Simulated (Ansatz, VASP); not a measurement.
CdTe4P2: VASP beside Ansatz

POSCAR

```
CdTe4P2
1.0
    0.0000000000      6.1140340000      0.0000000000
    6.1140340000      0.0000000000      0.0000000000
    3.0570170000      3.0570170000     -5.9253850000
Cd P Te
1 2 4
Direct
    0.0000000000      0.0000000000      0.0000000000
    0.7500000000      0.2500000000      0.5000000000
    0.5000000000      0.5000000000      0.0000000000
    0.3950000000      0.4050000000      0.7300000000
    0.5950000000      0.1250000000      0.2700000000
    0.8750000000      0.8650000000      0.7300000000
    0.1350000000      0.6050000000      0.2700000000
```

INCAR.step1

```
ALGO     = Normal         # electronic algorithm
EDIFF    = 1E-4           # SCF threshold, eV
ENCUT    = 520            # plane-wave cutoff, eV
GGA      = PE             # functional
ISMEAR   = -5             # smearing method
LASPH    = True           # aspherical terms in the spheres
LCHARG   = False          # write CHGCAR
LREAL    = False          # projectors in reciprocal space
LWAVE    = True           # write WAVECAR
NBANDS   = 32             # bands
NELM     = 100            # most SCF steps
PREC     = Accurate       # precision mode
SIGMA    = 0.1            # smearing width, eV
```

INCAR.step2

```
ALGO     = Normal         # electronic algorithm
EDIFF    = 1E-6           # SCF threshold, eV
ENCUT    = 520            # plane-wave cutoff, eV
ISIF     = 2              # what is computed and relaxed
ISMEAR   = -5             # smearing method
ISTART   = 1            
LASPH    = True           # aspherical terms in the spheres
LCHARG   = True           # write CHGCAR
LELF     = True           # ELF
LMIXTAU  = True         
LREAL    = False          # projectors in reciprocal space
LVHAR    = True         
LWAVE    = False          # write WAVECAR
METAGGA  = R2SCAN         # meta-GGA
NBANDS   = 32             # bands
NELM     = 100            # most SCF steps
PREC     = Accurate       # precision mode
SIGMA    = 0.1            # smearing width, eV
```

Contents of KPOINTS:

```
k-points
0
Gamma
  5 5 5
```

Input for Ansatz:

```yaml
crystal:
  lattice:
    - [0.0, 6.114034, 0.0]
    - [6.114034, 0.0, 0.0]
    - [3.057017, 3.057017, -5.925385]
  atoms:
    - { symbol: Cd, position: [0.0, 0.0, 0.0] }
    - { symbol: P, position: [0.75, 0.25, 0.5] }
    - { symbol: P, position: [0.5, 0.5, 0.0] }
    - { symbol: Te, position: [0.395, 0.405, 0.73] }
    - { symbol: Te, position: [0.595, 0.125, 0.27] }
    - { symbol: Te, position: [0.875, 0.865, 0.73] }
    - { symbol: Te, position: [0.135, 0.605, 0.27] }
  symmetry: { tolerance: 0.0003 }
kpoints:
  mp_grid: { grid: [5, 5, 5], shift: [0, 0, 0] }
  band_path:
    path:
      - [0.0, 0.0, 0.0]
      - [0.5, -0.5, 0.0]
      - [0.5, -0.5, 0.25]
      - [0.0, -0.5, 0.0]
      - [0.0, 0.0, 0.0]
      - [0.0, 0.0, 0.5]
      - [0.0, -0.36691394, 0.31654303]
      - [0.0, -0.63308606, -0.31654303]
      - [0.0, 0.0, 0.0]
      - [0.5, -0.5, 0.0]
      - [0.36691394, -0.63308606, -0.13308606]
    npoints: 6
magnetization:
  spin_polarized: false
scf:
  occupations: { method: tetrahedron }
  lower_state_search: "off"
  max_iter: 200
hamiltonian:
  pseudopotentials: { kind: paw }
  xc: r2scan
basis:
  ecutwfc: 500
  fft_grid_basis: typed
output:
  forces: true
  stress: true
  eigenvalues: true
  bader: true
  populations: true
  elf: true
  write_potential: true
  volumetric_format: npy
  dos:
    e_range: [-12, 8]
    de: 0.05
    projected: { site_lists: { Cd: [Cd], P: [P], Te: [Te] } }
checkpoint:
  read: saved_state
```

Alike in both runs: task single point; functional r2SCAN; k mesh 5 × 5 × 5; occupations tetrahedron; no spin polarisation.

```csv
,VASP,Ansatz
version,VASP 6.6.1,Ansatz 0.2.0
potentials or method,"VASP PAW PBE potentials, release 64 (Cd, P, Te), cutoff 520 eV",PAW plane waves
valence electrons in the cell,46,94
```

|  | VASP | Ansatz | Ansatz less VASP |
| --- | --- | --- | --- |
| gap on the k mesh at the Fermi level (eV) | 0.28 | 0.28 | 0.000 |
| pressure (GPa) | 4.4 | 4.4 | -0.05 |
| traceless stress, the component that is largest in VASP (GPa) | 1.12 | 1.11 | -0.007 |
| rms of the force components (eV/Å) | 0.330 | 0.327 | -0.0022 |

VASP's potentials were made for PBE, not for r2SCAN. Atom by atom the forces differ by 0.006 eV/Å (rms over components). With one functional, cell and mesh, what is left measures potentials, basis and numerics. VASP's potentials hold 46 valence electrons a cell and Ansatz's 94, so a difference there can come from the potentials and not from the codes. Ansatz's warnings: band table not solved further, product built on unsolved table, tetrahedron derivatives may miss energy slope.

Neither program's run includes spin-orbit coupling.
